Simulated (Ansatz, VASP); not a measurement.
**Si2Cl: VASP beside Ansatz**

```
Si Cl
1.0
     0.00000    3.14370    3.14370
     3.14370    0.00000    3.14370
     3.14370    3.14370    0.00000
Si Cl
2 1
Cartesian
  1.5719 1.5719 1.5719
  4.7156 4.7156 4.7156
  0.0000 0.0000 0.0000
```

Change from the starting cell: species swapped into the Al2Au type (Fm-3m, No. 225).

Alike in both runs: task single point; functional PBE; k mesh 6 × 6 × 6; occupations gaussian, width 0.1 eV; no spin polarisation.

|  | VASP | Ansatz |
| --- | --- | --- |
| version | VASP 6.6.1 | Ansatz 0.2.0 |
| potentials or method | VASP PAW PBE potentials, release 64 (Si, Cl), cutoff 520 eV | scalar-relativistic, plane waves, PAW |
| valence electrons in the cell | 15 | 15 |

|  | VASP | Ansatz | Ansatz less VASP |
| --- | --- | --- | --- |
| gap on the k mesh at the Fermi level (eV) | none | none | - |
| pressure (GPa) | 1.1 | 1.0 | -0.05 |

A gap of «none» marks a metal or a gap that the smearing closes.
